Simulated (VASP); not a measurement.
Set up this calculation in VASP 6.6.1, as the native input.

* Task: single point
* Functional: PBE
* Potentials or basis: VASP PAW PBE potentials, release 64 (Al, P)
* Cutoff: 520 eV
* k mesh: 8 × 8 × 8
* Occupations: gaussian, width 0.1 eV
* Spin: no spin polarisation
* Dipole correction: no
* Further INCAR settings: ALGO = Normal; EDIFF = 1e-06; NBANDS = 27

The structure of Al3P5 lies in POSCAR:

```
Al3P5
1.0
    5.0474566258      0.0000000000      0.0000000000
    0.0000000000      5.0474566258      0.0000000000
    0.0000000000      0.0000000000      5.0474566258
Al P
3 5
Direct
    0.5000000000      0.0000000000      0.0000000000
    0.0000000000      0.5000000000      0.0000000000
    0.0000000000      0.0000000000      0.5000000000
    0.0000000000      0.5000000000      0.5000000000
    0.5000000000      0.0000000000      0.5000000000
    0.5000000000      0.5000000000      0.0000000000
    0.5000000000      0.5000000000      0.5000000000
    0.0000000000      0.0000000000      0.0000000000
```

The input as run:

INCAR

```
ALGO     = Normal         # electronic algorithm
EDIFF    = 1E-6           # SCF threshold, eV
ENCUT    = 520            # plane-wave cutoff, eV
GGA      = PE             # functional
ISIF     = 2              # what is computed and relaxed
ISMEAR   = 0              # smearing method
LASPH    = T              # aspherical terms in the spheres
LCHARG   = F              # write CHGCAR
LREAL    = F              # projectors in reciprocal space
LWAVE    = F              # write WAVECAR
NBANDS   = 27             # bands
NELM     = 100            # most SCF steps
PREC     = Accurate       # precision mode
SIGMA    = 0.1            # smearing width, eV
```

KPOINTS

```
k-points
0
Gamma
  8 8 8
```

Potentials or basis: VASP PAW PBE potentials, release 64 (Al, P).

The run is started by

```sh
$ cat potpaw_PBE.64/Al/POTCAR potpaw_PBE.64/P/POTCAR > POTCAR
$ mpirun -np 1 vasp_std > vasp.out
```

Results of the run:

```yaml
Pressure: -0.1 GPa
Band_gap_on_the_k_mesh: zero (band 17 reaches 8.10 eV, above the bottom of band 18 at 7.25 eV)
```

Wall time 43 s on 1 thread of Intel(R) Xeon(R) 6975P-C (Granite Rapids), on a shared host, peak memory 0.27 GiB.
